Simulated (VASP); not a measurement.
# W: single point with PBE

The system is W.

```
CELL_PARAMETERS angstrom
-1.59629 1.59629 1.59629
1.59629 -1.59629 1.59629
1.59629 1.59629 -1.59629
ATOMIC_POSITIONS crystal
W 0.00000 0.00000 0.00000
```

- Program: VASP 6.6.1
- Task: single point
- Functional: PBE
- Potentials or basis: VASP PAW PBE potentials, release 64 (W_sv)
- Cutoff: 520 eV
- k mesh: 13 × 13 × 13
- Occupations: fermi-dirac, width 0.1 eV
- Spin: no spin polarisation
- Dipole correction: no
- Further INCAR settings: ALGO = Normal; EDIFF = 1e-07; NBANDS = 13

```json
{
  "Pressure": "-2.2 GPa",
  "Band gap on the k mesh": "zero (band 7 reaches 15.42 eV, above the bottom of band 8 at 9.88 eV)"
}
```

Levels at points of the mesh, in eV from the Fermi level:
```
           k point  band 3  band 4  band 5  band 6  band 7  band 8  band 9  band 10  band 11  band 12
(0.00, 0.00, 0.00)  -37.83  -37.83   -9.51   -1.20   -1.20   -1.20    2.19     2.19    14.44    14.44
```

Wall time 6.3 s on 1 thread of Intel(R) Xeon(R) 6975P-C (Granite Rapids) (shared host), peak memory 0.14 GiB.

Caveat: spin-orbit coupling is left out, which moves the levels of the heavy elements.
